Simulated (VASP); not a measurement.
MgO, 2 atoms in the cell. It takes space group I4/mmm (No. 139, tetragonal). The conventional cell has a = 3.020 Å, b = 3.020 Å, c = 3.950 Å, α = 90.00°, β = 90.00°, γ = 90.00°. Mg (site symmetry 4/mmm) has 6 O at 1.98 to 2.14 Å within 2.6 Å. Within 2.6 Å of O (site symmetry 4/mmm) lie 6 Mg at 1.98 to 2.14 Å.  This cell differs from its parent crystal: strain -0.0750 x Voigt [1, 0, 0, 0, 0, 0].

| Property | Result |
| --- | --- |
| Program | VASP 6.6.1 |
| Task | single point |
| Functional | r2SCAN |
| Potentials or basis | VASP PAW PBE potentials, release 64 (Mg_sv, O) |
| Cutoff | 750 eV |
| k mesh | 10 × 10 × 10 |
| Occupations | gaussian, width 0.05 eV |
| Spin | no spin polarisation |
| Dipole correction | no |
| Mended | yes |
| Further INCAR settings | ALGO = Normal; EDIFF = 1e-06; NBANDS = 15 |

Potentials or basis: VASP PAW PBE potentials, release 64 (Mg_sv, O).

Command:

```bash
$ cat potpaw_PBE.64/Mg_sv/POTCAR potpaw_PBE.64/O/POTCAR > POTCAR
$ cp INCAR.step1 INCAR
$ mpirun -np 1 vasp_std > vasp.out
$ cp INCAR.step2 INCAR
$ mpirun -np 1 vasp_std > vasp.out
```

Hardware: 1 thread of Intel(R) Xeon(R) Platinum 8259CL CPU @ 2.50GHz (Skylake/Cascade Lake), with other jobs on the host.

**Question.** How long does it take, and how much memory?

**Answer.** Wall time 2.8 min on 1 thread of Intel(R) Xeon(R) Platinum 8259CL CPU @ 2.50GHz (Skylake/Cascade Lake), with other jobs on the host, peak memory 0.19 GiB. Counts: k points 102.
